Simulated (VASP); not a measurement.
Input of a VASP 6.6.1 run:

File INCAR:

```
ALGO = Normal
EDIFF = 1E-6
ENCUT = 520
GGA = PE
ISIF = 2
ISMEAR = 0
LASPH = T
LCHARG = F
LREAL = F
LWAVE = F
NBANDS = 22
NELM = 80
PREC = Accurate
SIGMA = 0.1
```

Contents of KPOINTS:

```
k-points
0
Gamma
  10 10 10
```

The input POSCAR:

```
CrSbC3
1.0
    4.0338959060      0.0000000000      0.0000000000
    0.0000000000      4.0338959060      0.0000000000
    0.0000000000      0.0000000000      3.8680484055
Cr Sb C
1 1 3
Direct
    0.5000000000      0.5000000000      0.4607137417
    0.0000000000      0.0000000000      0.1569481001
    0.5000000000      0.5000000000      0.9324772401
    0.0000000000      0.5000000000      0.4549304590
    0.5000000000      0.0000000000      0.4549304590
```

Potentials or basis: VASP PAW PBE potentials, release 64 (Cr_pv, Sb, C).

Run with:

```sh
$ cat potpaw_PBE.64/Cr_pv/POTCAR potpaw_PBE.64/Sb/POTCAR potpaw_PBE.64/C/POTCAR > POTCAR
$ mpirun -np 1 vasp_std > vasp.out
```

**Question.** What does it give for the band gap on the k mesh?

**Answer.** Zero (an odd number of electrons rules out a gap without spin polarisation).

**Question.** Predict the largest force.

**Answer.** 0.032 eV/Å.

**Question.** Estimate the pressure.

**Answer.** -0.1 GPa.

Forces on the atoms (eV/Å):
```
Cr   0.000  0.000 -0.027
Sb   0.000  0.000 -0.032
C    0.000  0.000  0.021
C    0.000  0.000  0.019
C    0.000  0.000  0.019
```

Caveat: spin-orbit coupling is left out, which moves the levels of the heavy elements; the run has no spin polarisation, though such a crystal can be magnetic. Spin polarisation is off, so any magnetic state and its effect on volume and gap are missing.
